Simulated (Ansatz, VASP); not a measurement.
**HfSc2O3 in VASP and in Ansatz**

INCAR

```
PREC     = Accurate       # precision mode
ENCUT    = 520            # plane-wave cutoff, eV
EDIFF    = 1E-7           # SCF threshold, eV
ISMEAR   = 0              # smearing method
SIGMA    = 0.1            # smearing width, eV
LREAL    = F              # projectors in reciprocal space
LASPH    = T              # aspherical terms in the spheres
NELM     = 150            # most SCF steps
ALGO     = Normal         # electronic algorithm
ISIF     = 2              # what is computed and relaxed
LWAVE    = F              # write WAVECAR
LCHARG   = T              # write CHGCAR
ISPIN    = 2              # spin polarisation
MAGMOM   = 0 1 1 0 0 0    # initial moments
LORBIT   = 11             # projections on sites
LMAXMIX  = 4              # l up to which the mixer works
GGA      = PE             # functional
LELF     = T              # ELF
LVHAR    = T            
NBANDS   = 38             # bands
```

KPOINTS

```
regular mesh
0
Gamma
  6 6 4
```

Contents of POSCAR:

```
HfSc2O3
1.0
    4.6205979485      0.0000000000      0.0000000000
   -2.3102989742      4.0015552041      0.0000000000
    0.0000000000      0.0000000000      4.1645372588
Hf Sc O
1 2 3
Direct
    0.0000000000      0.0000000000      0.5000000000
    0.3333333333      0.6666666667      0.0000000000
    0.6666666667      0.3333333333      0.0000000000
    0.3333333333      0.6666666667      0.5000000000
    0.6666666667      0.3333333333      0.5000000000
    0.0000000000      0.0000000000      0.0000000000
```

Input for Ansatz:

```yaml
crystal:
  lattice:
    - [4.6205979485, 0.0, 0.0]
    - [-2.3102989742, 4.0015552041, 0.0]
    - [0.0, 0.0, 4.1645372588]
  atoms:
    - { symbol: Hf, position: [0.0, 0.0, 0.5] }
    - { symbol: Sc, position: [0.3333333333, 0.6666666667, 0.0], spin: 1.0 }
    - { symbol: Sc, position: [0.6666666667, 0.3333333333, 0.0], spin: 1.0 }
    - { symbol: O, position: [0.3333333333, 0.6666666667, 0.5] }
    - { symbol: O, position: [0.6666666667, 0.3333333333, 0.5] }
    - { symbol: O, position: [0.0, 0.0, 0.0] }
basis:
  ecutwfc: 420
kpoints:
  mp_grid: { grid: [6, 6, 4] }
hamiltonian:
  xc: pbe
scf:
  occupations: { method: gaussian, width: 0.1 }
  lower_state_search: "off"
output:
  forces: true
  stress: true
  eigenvalues: true
  populations: true
magnetization:
  spin_polarized: true
```

Alike in both runs: task single point; functional PBE; k mesh 6 × 6 × 4; occupations gaussian, width 0.1 eV; collinear spin.

```csv
,VASP,Ansatz
version,VASP 6.6.1,Ansatz 0.2.0
potentials or method,"VASP PAW PBE potentials, release 64 (Hf_pv, Sc_sv, O), cutoff 520 eV","scalar-relativistic, plane waves, PAW"
valence electrons in the cell,50,66
```

```csv
,VASP,Ansatz,Ansatz less VASP
gap on the k mesh at the Fermi level (eV),none,none,-
pressure (GPa),-0.4,0.0,+0.35
"traceless stress, the component that is largest in VASP (GPa)",0.26,0.17,-0.096
net moment per atom (μB),0.00,0.00,0.000
```

A gap of «none» marks a metal or a gap that the smearing closes. The functional is the same, so the differences come from potentials, cutoffs and numerics. VASP's potentials hold 50 valence electrons a cell and Ansatz's 66, so a difference there can come from the potentials and not from the codes. Ansatz's warnings: seeded moment not kept.

The k mesh is coarse, so the values compare programs but aren't converged. Neither program's run includes spin-orbit coupling.
